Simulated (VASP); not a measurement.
A run of VASP 6.6.1:

INCAR

```
PREC = Accurate
ENCUT = 520
EDIFF = 1E-7
ISMEAR = 0
SIGMA = 0.1
LREAL = F
LASPH = T
NELM = 100
ALGO = Fast
ISIF = 2
LWAVE = F
LCHARG = F
GGA = PS
NBANDS = 46
```

KPOINTS

```
regular mesh
0
Gamma
  6 6 8
```

File POSCAR:

```
Sc3Al
1.0
    6.3583815195      0.0000000000      0.0000000000
   -3.1791907597      5.5065199228      0.0000000000
    0.0000000000      0.0000000000      5.0766846144
Sc Al
6 2
Direct
    0.8283405380      0.1716594620      0.7500000000
    0.3433189241      0.1716594620      0.7500000000
    0.8283405380      0.6566810759      0.7500000000
    0.1716594620      0.8283405380      0.2500000000
    0.6566810759      0.8283405380      0.2500000000
    0.1716594620      0.3433189241      0.2500000000
    0.6666666667      0.3333333333      0.2500000000
    0.3333333333      0.6666666667      0.7500000000
```

Potentials or basis: VASP PAW PBE potentials, release 64 (Sc_sv, Al).

Run with:

```bash
$ cat potpaw_PBE.64/Sc_sv/POTCAR potpaw_PBE.64/Al/POTCAR > POTCAR
$ mpirun -np 1 vasp_std > vasp.out
```

Hardware: 1 thread of Intel(R) Xeon(R) 6975P-C (Granite Rapids) (shared host).

Question: How long does it take, and how much memory?

Answer: It took 4.4 min on 1 thread of Intel(R) Xeon(R) 6975P-C (Granite Rapids), with other jobs on the host, peak memory 0.42 GiB. Counts: scf iterations 28, k points 35.
